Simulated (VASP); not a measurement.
# Ge (Imma) in VASP: further runs, part 2 of 2

VASP 6.6.1. The steps go on from the part before.

## (4) Single point, r2SCAN

This run uses another cell than the first one, of 20.16 Å³/atom.

File POSCAR:

```
Ge
1.0
   -2.5448496043      2.7028539053      1.4651295863
    2.5448496043     -2.7028539053      1.4651295863
    2.5448496043      2.7028539053     -1.4651295863
Ge
2
Direct
    0.1859430000      0.9359430000      0.2500000000
    0.8140570000      0.0640570000      0.7500000000
```

File INCAR.step1:

```
SYSTEM = Ge
PREC = Accurate
ENCUT = 520
ISMEAR = -1
SIGMA = 0.1
LREAL = .FALSE.
LASPH = .TRUE.
NELM = 80
NBANDS = 21
GGA = PE
ALGO = Normal
EDIFF = 1E-4
LWAVE = .TRUE.
LCHARG = .FALSE.
```

File INCAR.step2:

```
SYSTEM = Ge
PREC = Accurate
ENCUT = 520
EDIFF = 1E-6
ISMEAR = -1
SIGMA = 0.1
LREAL = .FALSE.
LASPH = .TRUE.
NELM = 80
ALGO = Normal
ISIF = 2
LWAVE = .FALSE.
LCHARG = .TRUE.
METAGGA = R2SCAN
LMIXTAU = .TRUE.
LELF = .TRUE.
LVHAR = .TRUE.
NBANDS = 21
ISTART = 1
```

File KPOINTS:

```
regular mesh
0
G
  11 11 11
  0 0 0
```

Potentials or basis: VASP PAW PBE potentials, release 64 (Ge_d).

Run with:

```
$ cat potpaw_PBE.64/Ge_d/POTCAR > POTCAR
$ cp INCAR.step1 INCAR
$ mpirun -np 1 vasp_std > vasp.out
$ cp INCAR.step2 INCAR
$ mpirun -np 1 vasp_std > vasp.out
```

OUTCAR:

```text
SYSTEM = Ge
   PREC = Accurate
   ENCUT = 520
   EDIFF = 1E-6
   ISMEAR = -1
   LREAL = .FALSE.
   LASPH = .TRUE.
   NELM = 80
   ISIF = 2
   METAGGA = R2SCAN
   ISTART = 1

 ion  position               nearest neighbor table
   1  0.186  0.936  0.250-   2 2.73   2 2.73   2 2.77   2 2.77
   2  0.814  0.064  0.750-   1 2.73   1 2.73   1 2.77   1 2.77

  LATTYP: Found a body centered orthorhombic cell.
 ALAT       =     2.9302591726
 B/A-ratio  =     1.7369450649
 C/A-ratio  =     1.8447882908

  Lattice vectors:

 A1 = (   2.5448496043,  -2.7028539053,   1.4651295863)
 A2 = (  -2.5448496043,  -2.7028539053,  -1.4651295863)
 A3 = (   2.5448496043,   2.7028539053,  -1.4651295863)

Analysis of symmetry for initial positions (statically):
=====================================================================
 Subroutine PRICEL returns:
 Original cell was already a primitive cell.

 Routine SETGRP: Setting up the symmetry group for a
 body centered orthorhombic supercell.

 Subroutine GETGRP returns: Found  8 space group operations
 (whereof  4 operations were pure point group operations)
 out of a pool of  8 trial point group operations.

The static configuration has the point symmetry C_2h.
 The point group associated with its full space group is D_2h.

Analysis of symmetry for dynamics (positions and initial velocities):
=====================================================================
 Subroutine PRICEL returns:
 Original cell was already a primitive cell.

 Routine SETGRP: Setting up the symmetry group for a
 body centered orthorhombic supercell.

 Subroutine GETGRP returns: Found  8 space group operations
 (whereof  4 operations were pure point group operations)
 out of a pool of  8 trial point group operations.
[... 112 lines left out ...]
   PSTRESS=    0.0 pullay stress
   NELECT =      28.0000    total number of electrons
   NUPDOWN=      -1.0000    fix difference up-down
   EMIN   =  10.00;   EMAX   =-10.00  energy-range for DOS
   EFERMI =   0.00;   METHOD = LEGACY
   ISMEAR =    -1;   SIGMA  =   0.10  broadening in eV -4-tet -1-fermi 0-gaus
   EFERMI_NEDOS =   21; number of points for ismear=-14 and -15
   IALGO  =     38    algorithm
   IMIX   =      4    mixing-type and parameters
     AMIX     =   0.40;   BMIX     =  1.00
     AMIX_MAG =   1.60;   BMIX_MAG =  1.00
  volume/ion in A,a.u.               =      20.16       136.02
  Fermi-wavevector in a.u.,A,eV,Ry     =   1.449842  2.739804 28.600005  2.102041
  Thomas-Fermi vector in A             =   2.567522
   LORBIT       =      0    0 simple, 1 ext, 2 COOP (PROOUT), +10 PAW based schemes
   METAGGA = R2SCAN    functional components
   LHFCALC =     F    Hartree Fock is set to
   AEXX    =    0.0000 exact exchange contribution
   IVDW    =     0    specifies the selected vdW correction
   LEPSILON=     F    determine dielectric tensor
   LRPA    =     F    only Hartree local field effects (RPA)
 non-spin polarized calculation
  energy-cutoff  :      520.00
  volume of cell :       40.31
 maximum number of plane-waves:      1110
 NGX is ok and might be reduce to    30
   NGX = 15   NGY = 15   NGZ = 15

 number of electron      28.0000012 magnetization

 Free energy of the ion-electron system (eV)
  ---------------------------------------------------
  ext. energy  EPLUGINS =         0.00000000
  ---------------------------------------------------
  free energy    TOTEN  =       -26.96679793 eV

  energy without entropy =      -26.94096843  energy(sigma->0) =      -26.95388318

 E-fermi :   5.8011     XC(G=0): -11.9096

 val. band max:        5.7972669771   @ k =   0.0000   0.2727   0.0000
 cond. band min:       5.8025218790   @ k =   0.0909   0.1818   0.0000
 fundamental gap:      0.0052549019
 Fermi energy:         5.8010738964

 k-point     1 :       0.0000    0.0000    0.0000
  band No.  band energies     occupation
      1     -19.6461      2.00000
      2     -19.5811      2.00000
      3     -19.5795      2.00000
      4     -19.5683      2.00000
      5     -19.5463      2.00000
      6     -19.5094      2.00000
[... 565 lines left out ...]
     20      17.0929      0.00000
     21      17.2381      0.00000

 [... further k-points ...]

------------------------ aborting loop because EDIFF is reached ----------------------------------------

  FORCE on cell =-STRESS in cart. coord.  units (eV):
  Direction    XX          YY          ZZ          XY          YZ          ZX
  --------------------------------------------------------------------------------------
  -------------------------------------------------------------------------------------
  Total       -1.0455837     -1.4580183     -1.2819792      0.0000000     -0.0000000      0.0000000
  in kB      -41.5574277    -57.9499194    -50.9531271      0.0000000     -0.0000000      0.0000000
  external PRESSURE =     -50.1534914 kB  Pullay stress =       0.0000000 kB

 VOLUME and BASIS-vectors are now :
 -----------------------------------------------------------------------------
  energy-cutoff  :      520.00
  volume of cell :       40.31
      direct lattice vectors                 reciprocal lattice vectors
    -2.544849604  2.702853905  1.465129586     0.000000000  0.184989651  0.341266742
     2.544849604 -2.702853905  1.465129586     0.196475265  0.000000000  0.341266742
     2.544849604  2.702853905 -1.465129586     0.196475265  0.184989651  0.000000000

 POSITION                                       TOTAL-FORCE (eV/Angst)
 -----------------------------------------------------------------------------------
      2.54485     -1.35143      1.27743         0.000000      0.000000     -0.093688
      0.00000      4.05428      0.18770        -0.000000     -0.000000      0.093688
 -----------------------------------------------------------------------------------
    total drift:                                0.000000      0.000000     -0.000000

  FREE ENERGIE OF THE ION-ELECTRON SYSTEM (eV)
  ---------------------------------------------------
  free  energy   TOTEN  =       -26.9667979336 eV

  energy  without entropy=      -26.9409684269  energy(sigma->0) =      -26.95388318
```

It took 4.8 min on 1 thread of AMD EPYC 9R45 (Zen 5), shared host; peak memory 0.24 GiB.

Results:

* Free energy: -26.9668 eV
* Pressure: -5.0 GPa
* Largest force: 0.094 eV/Å
* Band gap on the k mesh: zero (bands 14 and 15 overlap by 5.02 eV)

Forces on the atoms (eV/Å):
```
Ge   0.000  0.000 -0.094
Ge   0.000  0.000  0.094
```

Stress tensor (GPa, compression positive):
```
-4.16  0.00  0.00
 0.00 -5.79  0.00
 0.00  0.00 -5.10
```

Caveat: the cell stands under tension; the PAW data sets were made with another functional, which shifts forces and pressure a little.

## (5) The runs side by side

| cell | gap on the mesh (eV) | pressure (GPa) | largest force (eV/Å) |
| --- | --- | --- | --- |
| a = 3.940 Å, angles 100.8, 94.7, 136.9°, 2 atoms | none | -2.8 | 0.09 |
| a = 3.966 Å, angles 100.8, 94.7, 136.9°, 2 atoms | none | -4.0 | 0.09 |
| a = 3.991 Å, angles 100.8, 94.7, 136.9°, 2 atoms | none | -5.0 | 0.09 |

Alike in all rows: task single point; level r2SCAN; potentials or basis VASP PAW PBE potentials, release 64 (Ge_d); no spin polarisation; k mesh 11 × 11 × 11; cutoff (eV) 520; smearing fermi-dirac 0.1 eV.

Caveats: the PAW data sets were made with another functional, which shifts forces and pressure a little; the cell stands under tension (at least some runs).

Total energies depend on the potentials used, so only differences within one code and one set of settings carry meaning.
